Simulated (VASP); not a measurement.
Runs of VASP 6.6.1 on ZnSe. The structure is that of space group F-43m (No. 216), or close to it. The cells are those of the table. 

```tsv
task	cell	gap on the mesh (eV)	pressure (GPa)
single point	a = 4.086 Å, angles 60.0°, 2 atoms	1.06	-1.1
electric field gradients	a = 4.068, b = 4.068, c = 4.008 Å, angles 60.5, 60.5, 59.0°, 2 atoms	1.13	0.5
single point	a = 3.926 Å, angles 60.0°, 2 atoms	(a)	7.0
single point	a = 3.981 Å, angles 60.0°, 2 atoms	(b)	3.7
electric field gradients	a = 3.948, b = 3.948, c = 3.887 Å, angles 60.5, 60.5, 59.0°, 2 atoms	1.50	7.0
```

Alike in all rows: level PBE; potentials or basis VASP PAW PBE potentials, release 64 (Zn, Se); no spin polarisation; k mesh 8 × 8 × 8; cutoff (eV) 520; smearing fermi-dirac 0.03 eV.

Fill in the values left out.

(a) 1.54; (b) 1.37.

A k mesh can miss the band edges, and the runs leave out spin-orbit coupling on Se.
